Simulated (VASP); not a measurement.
Wanted: the native input for a VASP 6.6.1 run.

```
Task                   : single point
Functional             : LDA
Potentials or basis    : VASP PAW LDA potentials, release 64 (Ti_sv)
Cutoff                 : 520 eV
k mesh                 : 8 × 8 × 8
Occupations            : methfessel-paxton, width 0.05 eV
Spin                   : no spin polarisation
Dipole correction      : no
Further INCAR settings : ALGO = Normal; EDIFF = 1e-06; NBANDS = 12
```

The structure of Ti lies in POSCAR:

```
Ti
1.0
    2.5744034912      0.0000000000      0.0000000000
    0.0000000000      2.5744034912      0.0000000000
    0.0000000000      0.0000000000      2.5744034912
Ti
1
Direct
    0.0000000000      0.0000000000      0.0000000000
```

The input as run:

INCAR

```
PREC = Accurate
ENCUT = 520
EDIFF = 1E-6
ISMEAR = 1
SIGMA = 0.05
LREAL = False
LASPH = True
NELM = 100
ALGO = Normal
ISIF = 2
LWAVE = False
LCHARG = False
NBANDS = 12
```

KPOINTS

```
regular mesh
0
Gamma
  8 8 8
```

Potentials or basis: VASP PAW LDA potentials, release 64 (Ti_sv).

Launch:

```console
$ cat potpaw_LDA.64/Ti_sv/POTCAR > POTCAR
$ mpirun -np 1 vasp_std > vasp.out
```

It gave:

| Property | Result |
| --- | --- |
| Pressure | -1.6 GPa |
| Band gap on the k mesh | zero (band 6 reaches 8.75 eV, above the bottom of band 7 at 6.66 eV) |

Wall time 10 s on 1 thread of Intel Xeon 8259CL, on a shared host, peak memory 0.12 GiB.
